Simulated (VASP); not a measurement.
# InSb (F-43m) in VASP: further runs, part 3 of 3

VASP 6.6.1. The steps go on from the part before.

### 6 Single point, HSE06

This run uses another cell than the first one, of the same volume but with other edges.

POSCAR

```
InSb
1.0
    0.0000000000      3.2599290552      3.2599290552
    3.2599290552      0.0000000000      3.2599290552
    3.2599290552      3.2599290552      0.0000000000
In Sb
1 1
Direct
    0.0000000000      0.0000000000      0.0000000000
    0.2500000000      0.2500000000      0.2500000000
```

INCAR.step1

```
PREC     = Accurate       # precision mode
ENCUT    = 520            # plane-wave cutoff, eV
EDIFF    = 1E-5           # SCF threshold, eV
ISMEAR   = 0              # smearing method
SIGMA    = 0.1            # smearing width, eV
LREAL    = False          # projectors in reciprocal space
LASPH    = True           # aspherical terms in the spheres
NELM     = 100            # most SCF steps
ALGO     = Normal         # electronic algorithm
ISIF     = 2              # what is computed and relaxed
LWAVE    = True           # write WAVECAR
NBANDS   = 16             # bands
GGA      = PE             # functional
```

INCAR.step2

```
PREC     = Accurate       # precision mode
ENCUT    = 520            # plane-wave cutoff, eV
EDIFF    = 1E-6           # SCF threshold, eV
ISMEAR   = 0              # smearing method
SIGMA    = 0.1            # smearing width, eV
LREAL    = False          # projectors in reciprocal space
LASPH    = True           # aspherical terms in the spheres
NELM     = 100            # most SCF steps
ALGO     = Normal         # electronic algorithm
ISIF     = 2              # what is computed and relaxed
LWAVE    = False          # write WAVECAR
LCHARG   = True           # write CHGCAR
GGA      = PE             # functional
LHFCALC  = True           # exact exchange
HFSCREEN = 0.2079         # screening, 1/A
PRECFOCK = Normal       
LELF     = True           # ELF
LVHAR    = True         
NBANDS   = 16             # bands
ISTART   = 1
```

KPOINTS

```
regular mesh
0
Gamma
  4 4 4
```

Potentials or basis: VASP PAW PBE potentials, release 64 (In_d, Sb).

Command:

```sh
cat potpaw_PBE.64/In_d/POTCAR potpaw_PBE.64/Sb/POTCAR > POTCAR
cp INCAR.step1 INCAR
mpirun -np 1 vasp_std > vasp.out
cp INCAR.step2 INCAR
mpirun -np 1 vasp_std > vasp.out
```

OUTCAR:

```text
PREC = Accurate
   ENCUT = 520
   EDIFF = 1E-6
   ISMEAR = 0
   LREAL = False
   LASPH = True
   NELM = 100
   ISIF = 2
   GGA = PE
   LHFCALC = True
   HFSCREEN = 0.2079
   PRECFOCK = Normal
   ISTART = 1

 ion  position               nearest neighbor table
   1  0.000  0.000  0.000-   2 2.82   2 2.82   2 2.82   2 2.82
   2  0.250  0.250  0.250-   1 2.82   1 2.82   1 2.82   1 2.82

  LATTYP: Found a face centered cubic cell.
 ALAT       =     6.5198581104

  Lattice vectors:

 A1 = (   0.0000000000,   3.2599290552,   3.2599290552)
 A2 = (   3.2599290552,   0.0000000000,   3.2599290552)
 A3 = (   3.2599290552,   3.2599290552,   0.0000000000)

Analysis of symmetry for initial positions (statically):
=====================================================================
 Subroutine PRICEL returns:
 Original cell was already a primitive cell.

 Routine SETGRP: Setting up the symmetry group for a
 face centered cubic supercell.

 Subroutine GETGRP returns: Found 24 space group operations
 (whereof 24 operations were pure point group operations)
 out of a pool of 48 trial point group operations.
[... 152 lines left out ...]

  energy without entropy =       -8.33997485  energy(sigma->0) =       -8.33998719

 E-fermi :   4.7534     XC(G=0):  -7.1837

 val. band max:        4.5227141221   @ k =   0.0000   0.0000   0.0000
 cond. band min:       4.9611584197   @ k =   0.0000   0.0000   0.0000
 fundamental gap:      0.4384442977
 Fermi energy:         4.7534390522

 k-point     1 :       0.0000    0.0000    0.0000
  band No.  band energies     occupation
      1     -11.8372      2.00000
      2     -11.8372      2.00000
      3     -11.8372      2.00000
      4     -11.7520      2.00000
      5     -11.7520      2.00000
      6      -7.0588      2.00000
[... 129 lines left out ...]
      3     -11.7978      2.00000
      4     -11.7604      2.00000
      5     -11.7498      2.00000
      6      -4.8880      2.00000
[... 8 lines left out ...]
     15      15.2422      0.00000
     16      15.9540      0.00000

------------------------ aborting loop because EDIFF is reached ----------------------------------------

  FORCE on cell =-STRESS in cart. coord.  units (eV):
  Direction    XX          YY          ZZ          XY          YZ          ZX
  --------------------------------------------------------------------------------------
  -------------------------------------------------------------------------------------
  Total        0.0870197      0.0870197      0.0870197     -0.0000000     -0.0000000     -0.0000000
  in kB        2.0122119      2.0122119      2.0122119     -0.0000000     -0.0000000     -0.0000000
  external PRESSURE =       2.0122119 kB  Pullay stress =       0.0000000 kB

 VOLUME and BASIS-vectors are now :
 -----------------------------------------------------------------------------
  energy-cutoff  :      520.00
  volume of cell :       69.29
      direct lattice vectors                 reciprocal lattice vectors
     0.000000000  3.259929055  3.259929055    -0.153377571  0.153377571  0.153377571
     3.259929055  0.000000000  3.259929055     0.153377571 -0.153377571  0.153377571
     3.259929055  3.259929055  0.000000000     0.153377571  0.153377571 -0.153377571

 POSITION                                       TOTAL-FORCE (eV/Angst)
 -----------------------------------------------------------------------------------
      0.00000      0.00000      0.00000        -0.000000     -0.000000      0.000000
      1.62996      1.62996      1.62996         0.000000      0.000000     -0.000000
 -----------------------------------------------------------------------------------
    total drift:                               -0.000032     -0.000016      0.000003

  FREE ENERGIE OF THE ION-ELECTRON SYSTEM (eV)
  ---------------------------------------------------
  free  energy   TOTEN  =        -8.3399995274 eV

  energy  without entropy=       -8.3399748459  energy(sigma->0) =       -8.33998719
```

OSZICAR.step1:

```text
N       E                     dE             d eps       ncg     rms          rms(c)
DAV:   1     0.115699992164E+03    0.11570E+03   -0.78062E+03   256   0.108E+03
DAV:   2     0.641456144439E+00   -0.11506E+03   -0.11101E+03   280   0.283E+02
DAV:   3    -0.668824273255E+01   -0.73297E+01   -0.73048E+01   320   0.727E+01
DAV:   4    -0.689299246962E+01   -0.20475E+00   -0.20469E+00   320   0.141E+01
DAV:   5    -0.690277600394E+01   -0.97835E-02   -0.97834E-02   376   0.250E+00    0.409E+00
DAV:   6    -0.679503933377E+01    0.10774E+00   -0.16755E-01   376   0.605E+00    0.239E+00
DAV:   7    -0.678063824420E+01    0.14401E-01   -0.77559E-02   352   0.243E+00    0.645E-01
DAV:   8    -0.678227048259E+01   -0.16322E-02   -0.85921E-03   320   0.104E+00    0.270E-01
DAV:   9    -0.678315583447E+01   -0.88535E-03   -0.11906E-03   296   0.294E-01    0.801E-02
DAV:  10    -0.678320596857E+01   -0.50134E-04   -0.56293E-05   360   0.484E-02    0.421E-02
DAV:  11    -0.678325939809E+01   -0.53430E-04   -0.92472E-05   288   0.569E-02    0.264E-02
DAV:  12    -0.678326092410E+01   -0.15260E-05   -0.14879E-06   264   0.769E-03
   1 F= -.67832609E+01 E0= -.67820557E+01  d E =-.241036E-02
```

Run time: 23 min. Hardware: 1 thread of AMD EPYC 7R13, shared host; peak memory 0.3 GiB.

What came out:

* Free energy: -8.3400 eV
* Pressure: 0.2 GPa
* Band gap on the k mesh: 0.44 eV, direct

Caveat: the PAW data sets were made with another functional, which shifts forces and pressure a little; spin-orbit coupling is left out, which moves the levels of the heavy elements.

### 7 Overview

| level | cell | k mesh | grid for exact exchange (PRECFOCK) | screening parameter | gap on the mesh (eV) | pressure (GPa) |
| --- | --- | --- | --- | --- | --- | --- |
| PBEsol | a = 4.610, b = 6.520 Å, angles 135.0, 60.0, 90.0°, 2 atoms | 8 × 6 × 15 | - | - | none | 0.0 |
| PBEsol | a = 4.610 Å, angles 60.0°, 2 atoms | 12 × 12 × 12 | - | - | none | 0.0 |
| PBEsol | a = 4.610 Å, angles 60.0°, 2 atoms | 4 × 4 × 4 | - | - | none | 0.5 |
| HSE06 | a = 4.610 Å, angles 60.0°, 2 atoms | 4 × 4 × 4 | Normal | 0.2079 1/Å | 0.44 | 0.2 |

Alike in all rows: task single point; potentials or basis VASP PAW PBE potentials, release 64 (In_d, Sb); no spin polarisation; cutoff (eV) 520; smearing gaussian 0.1 eV.

Caveats: some runs use coarse meshes; the PAW data sets were made with another functional, which shifts forces and pressure a little; spin-orbit coupling is left out, which moves the levels of the heavy elements.

Absolute energies hang on the potentials; compare differences alone.

### 8 Against experiment

Step 2. Against the measured gap of InSb, 0.24 eV (quoted in “Electronic Structure and Epitaxy of CdTe Shells on InSb Nanowires”, 2021, arxiv:2111.05126), the calculated 0.00 eV is off by -0.24 eV. Spin-orbit coupling on In, Sb is left out. The value is that of PBEsol on a finite k mesh, which can miss the band edges, without temperature or zero-point motion. Semilocal functionals fall short of measured gaps as a rule.

Step 3. A measured gap of InSb is 0.24 eV (quoted in “Electronic Structure and Epitaxy of CdTe Shells on InSb Nanowires”, 2021, arxiv:2111.05126); the calculated 0.00 eV misses it by -0.24 eV. Spin-orbit coupling on In, Sb is left out. The value is that of PBEsol on a finite k mesh, which can miss the band edges, without temperature or zero-point motion. Semilocal functionals fall short of measured gaps as a rule.

Step 5. Measured gap of InSb: 0.24 eV (quoted in “Electronic Structure and Epitaxy of CdTe Shells on InSb Nanowires”, 2021, arxiv:2111.05126). This calculation gives 0.00 eV (-0.24 eV). Spin-orbit coupling on In, Sb is left out. The value is that of PBEsol on a finite k mesh, which can miss the band edges, without temperature or zero-point motion. Semilocal functionals fall short of measured gaps as a rule.

Step 6. A measured gap of InSb is 0.24 eV (quoted in “Electronic Structure and Epitaxy of CdTe Shells on InSb Nanowires”, 2021, arxiv:2111.05126); the calculated 0.44 eV misses it by +0.20 eV. Spin-orbit coupling on In, Sb is left out. The value is that of HSE06, without temperature or zero-point motion.
